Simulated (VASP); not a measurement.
Crystal: BN.

```xyz
4
Lattice="2.3060 0.0000 0.0000 -1.1530 2.1550 0.0000 0.0000 0.0000 5.7808" Properties=species:S:1:pos:R:3 pbc="T T T"
B     0.0000    1.4367    1.4452
B     1.1530    0.7183    4.3356
N     0.0000    1.4367    4.3356
N     1.1530    0.7183    1.4452
```

This cell differs from its parent crystal: normal strain along x -0.0733, normal strain along z -0.1100.

| Quantity | Value |
| --- | --- |
| Program | VASP 6.6.1 |
| Task | relaxation of the atoms |
| Functional | LDA |
| Potentials or basis | VASP PAW LDA potentials, release 64 (B, N) |
| Cutoff | 520 eV |
| k mesh | 12 × 12 × 4 |
| Occupations | gaussian, width 0.05 eV |
| Spin | no spin polarisation |

At the start: pressure 43.3 GPa; volume 7.18 Å³/atom.

Question: Where does the relaxation end?

Answer: Over 13 steps the energy falls by 12.6 meV/atom at a fixed cell; space group Cmcm (No. 63, to 0.1 Å) before and after.

The path:
```
step  energy change (eV)  largest force (eV/Å)  pressure (GPa)
   1              0.0000                1.6300           43.32
   2              0.9248                8.2273           47.48
   3             -0.0489                0.0339           41.68
   4             -0.0489                0.0334           41.70
   5             -0.0489                0.0326           41.69
   6             -0.0490                0.0286           41.69
   7             -0.0493                0.0217           41.68
   8             -0.0497                0.0137           41.68
   9             -0.0503                0.0283           41.66
  10             -0.0503                0.0702           41.64
  11             -0.0505                0.0440           41.65
  12             -0.0504                0.0552           41.72
  13             -0.0505                0.0004           41.68
```

Final structure:
```
B N
1.0
     2.30596    0.00000    0.00000
    -1.15298    2.15498    0.00000
     0.00000    0.00000    5.78079
B N
2 2
Cartesian
  0.0000 1.4035 1.4452
  1.1530 0.7514 4.3356
  0.0000 1.4995 4.3356
  1.1530 0.6555 1.4452
```

Caveat: the cell differs from its parent crystal (normal strain along x -0.0733, normal strain along z -0.1100).
